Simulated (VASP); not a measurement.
Hg:

```
CELL_PARAMETERS angstrom
3.46181 0.00000 0.00000
-1.73090 2.99802 0.00000
0.00000 0.00000 5.48755
ATOMIC_POSITIONS crystal
Hg 0.66667 0.33333 0.75000
Hg 0.33333 0.66667 0.25000
```

Base run:

* Program: VASP 6.6.1
* Functional: LDA
* Potentials or basis: VASP PAW LDA potentials, release 64 (Hg_sv_GW)
* Cutoff: 500 eV
* k mesh: 7 × 7 × 4
* Occupations: methfessel-paxton, width 0.15 eV
* Spin: no spin polarisation

Its results: band gap on the k mesh zero (band 20 reaches 3.27 eV, above the bottom of band 21 at 2.97 eV); pressure -5.2 GPa.

Q: The run is repeated on the same cell with these changes: potentials or basis from VASP PAW LDA potentials, release 64 (Hg_sv_GW) to VASP PAW LDA potentials, release 64 (Hg); cutoff from 500 eV to 520 eV; further incar settings from ALGO = Normal; EDIFF = 1e-06; NBANDS = 27 to ALGO = Normal; EDIFF = 1e-07; NBANDS = 19; valence electrons from 40 to 24. What comes out?

A: Band gap on the k mesh zero (band 12 reaches 0.65 eV, above the bottom of band 13 at 0.34 eV); pressure -3.9 GPa.

Caveats: spin-orbit coupling is left out, which moves the levels of the heavy elements.
